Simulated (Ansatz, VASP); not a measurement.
## Two plane-wave programs on Ru

```xyz
1
Lattice="0.1334 1.8765 1.8765 1.8765 0.1334 1.8765 1.8765 1.8765 0.1334" Properties=species:S:1:pos:R:3 pbc="T T T"
Ru    0.0000    0.0000    0.0000
```

Change from the starting cell: equal engineering shear yz, xz and xy +0.0700, equal normal strain along x, y and z -0.0500.

Alike in both runs: task single point; functional PBE; k mesh 20 × 20 × 20; occupations gaussian, width 0.15 eV; no spin polarisation.

|  | VASP | Ansatz |
| --- | --- | --- |
| version | VASP 6.6.1 | Ansatz 0.2.0 |
| potentials or method | VASP PAW PBE potentials, release 64 (Ru_pv), cutoff 520 eV | scalar-relativistic, plane waves, PAW |
| valence electrons in the cell | 14 | 16 |

|  | VASP | Ansatz | Ansatz less VASP |
| --- | --- | --- | --- |
| gap on the k mesh at the Fermi level (eV) | none | none | - |
| pressure (GPa) | 78.1 | 77.8 | -0.28 |
| traceless stress, the component that is largest in VASP (GPa) | -29.15 | -29.03 | +0.124 |

A gap of «none» marks a metal or a gap that the smearing closes. Both programs put the cell under a high pressure, so it lies far from rest at this level. VASP's potentials hold 14 valence electrons a cell and Ansatz's 16, so a difference there can come from the potentials and not from the codes.

Noted on VASP's run: the cell as given lies far from equilibrium.
